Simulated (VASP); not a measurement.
Sr:

```
Sr
1.0
     4.31000    0.00000    0.00000
    -2.15500    3.73257    0.00000
     0.00000    0.00000    7.05000
Sr
2
Cartesian
  0.0281 2.1321 1.8304
  1.9468 1.2025 5.5465
```

- Program: VASP 6.6.1
- Task: relaxation of cell and atoms
- Functional: PBE
- Potentials or basis: VASP PAW PBE potentials, release 64 (Sr_sv)
- Cutoff: 600 eV
- k mesh: 6 × 6 × 3
- Occupations: methfessel-paxton, width 0.15 eV
- Spin: no spin polarisation

At the start: pressure -0.2 GPa; volume 56.71 Å³/atom.

Question: Where does the relaxation end?

Answer: Over 16 steps the energy falls by 24.5 meV/atom and the volume is 55.59 Å³/atom (-2.0 %); space group P-1 (No. 2, to 0.1 Å) before, Cmcm (No. 63, to 0.1 Å).

The path:
| step | energy change (eV) | largest force (eV/Å) | pressure (GPa) | volume (Å³) |
| --- | --- | --- | --- | --- |
| 1 | 0.0000 | 0.2754 | -0.18 | 113.42 |
| 2 | -0.0139 | 0.2347 | -0.10 | 112.37 |
| 3 | -0.0337 | 0.1471 | 0.16 | 109.66 |
| 4 | -0.0347 | 0.1222 | 0.25 | 108.80 |
| 5 | -0.0402 | 0.0860 | 0.06 | 110.52 |
| 6 | -0.0425 | 0.0525 | -0.15 | 112.60 |
| 7 | -0.0452 | 0.0450 | -0.07 | 111.73 |
| 8 | -0.0461 | 0.0476 | 0.01 | 110.93 |
| 9 | -0.0467 | 0.0417 | 0.01 | 110.94 |
| 10 | -0.0477 | 0.0241 | 0.02 | 110.95 |
| 11 | -0.0472 | 0.0218 | 0.02 | 110.98 |
| 12 | -0.0480 | 0.0152 | 0.02 | 110.97 |
| 13 | -0.0485 | 0.0109 | -0.01 | 111.19 |
| 14 | -0.0489 | 0.0020 | -0.05 | 111.68 |
| 15 | -0.0490 | 0.0031 | 0.04 | 110.81 |
| 16 | -0.0490 | 0.0015 | 0.00 | 111.19 |

Final structure:
```xyz
2
Lattice="4.3671 0.0057 -0.0003 -2.1832 3.5730 0.0066 -0.0010 0.0113 7.1202" Properties=species:S:1:pos:R:3 pbc="T T T"
Sr   -0.0922    2.0790    1.9482
Sr    2.0925    1.1300    5.5078
```
